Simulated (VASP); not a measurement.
C:

```
C
1.0
     0.00000    1.78012    1.76232
     1.78012    0.00000    1.76232
     1.78012    1.78012    0.00000
C
2
Direct
  0.00000 0.00000 0.00000
  0.25000 0.25000 0.25000
```

This cell differs from its parent crystal: uniaxial z strain -1.0%.

Base run:

| Property | Result |
| --- | --- |
| Program | VASP 6.6.1 |
| Functional | r2SCAN |
| Potentials or basis | VASP PAW PBE potentials, release 64 (C) |
| Cutoff | 520 eV |
| k mesh | 12 × 12 × 12 |
| Occupations | gaussian, width 0.01 eV |
| Spin | no spin polarisation |

Its results: band gap on the k mesh 4.11 eV, indirect (least direct gap 5.68 eV); pressure 5.8 GPa.

Question: The run is repeated on the same cell with these changes: potentials or basis from VASP PAW PBE potentials, release 64 (C) to VASP PAW PBE potentials, release 64 (C_h); cutoff from 520 eV to 910 eV. What comes out?

Answer: Band gap on the k mesh 4.14 eV, indirect (least direct gap 5.73 eV); pressure 3.8 GPa.

Caveats: the PAW data sets were made with another functional, which shifts forces and pressure a little; the cutoff is under 1.25 times the usual one of these potentials, so pressure, stress and relaxed cells hold a basis-set (Pulay) error (some runs).

A k mesh can miss the band edges.
